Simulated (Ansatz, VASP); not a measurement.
## LaB6: VASP beside Ansatz

```xyz
7
Lattice="4.1523 0.0000 0.0000 0.0000 4.1523 0.0000 0.0000 0.0000 4.1523" Properties=species:S:1:pos:R:3 pbc="T T T"
La    0.0000    0.0000    0.0000
B     0.8307    2.0762    2.0762
B     2.0762    0.8307    2.0762
B     3.3217    2.0762    2.0762
B     2.0762    3.3217    2.0762
B     2.0762    2.0762    0.8307
B     2.0762    2.0762    3.3217
```

Alike in both runs: functional r2SCAN; k mesh 8 × 8 × 8; occupations gaussian, width 0.1 eV; no spin polarisation.

Ansatz relaxed the structure, and its values are those at the end. VASP's run is a single point on that final structure, the one shown.

|  | VASP | Ansatz |
| --- | --- | --- |
| version | VASP 6.6.1 | Ansatz 0.2.0 |
| potentials or method | VASP PAW PBE potentials, release 64 (La, B), cutoff 520 eV | scalar-relativistic, plane waves, PAW |
| valence electrons in the cell | 29 | 29 |

VASP gave:

| Property | Result |
| --- | --- |
| gap on the k mesh at the Fermi level (eV) | none |
| pressure (GPa) | 0.0 |
| rms of the force components (eV/Å) | 0.012 |

Which values does Ansatz return?

gap on the k mesh at the Fermi level (eV): none; pressure (GPa): 0.0; rms of the force components (eV/Å): 0.000.

VASP's potentials were made for PBE, not for r2SCAN. A gap of «none» marks a metal or a gap that the smearing closes.

Spin-orbit coupling is off throughout.
